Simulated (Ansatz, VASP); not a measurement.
**One calculation of AlP, two programs**

```
Al P
1.0
     0.00000    2.72145    2.72145
     2.72145    0.00000    2.72145
     2.72145    2.72145    0.00000
Al P
1 1
Direct
  0.00000 0.00000 0.00000
  0.75000 0.75000 0.75000
```

Alike in both runs: task single point; functional PBEsol; k mesh 8 × 8 × 8; no spin polarisation.

|  | VASP | Ansatz |
| --- | --- | --- |
| version | VASP 6.6.1 | Ansatz 0.2.0 |
| potentials or method | VASP PAW PBE potentials, release 64 (Al, P) | PAW with Ansatz's default frozen-core files, scalar-relativistic |
| plane-wave cutoff (eV) | 500 | 420 |
| occupations | gaussian, width 0.01 eV | fixed |
| valence electrons in the cell | 8 | 8 |

```csv
,VASP,Ansatz,Ansatz less VASP
gap on the k mesh at the Fermi level (eV),1.42,1.42,+0.003
pressure (GPa),1.4,1.4,-0.04
```

VASP's potentials were made for PBE, not for PBEsol.
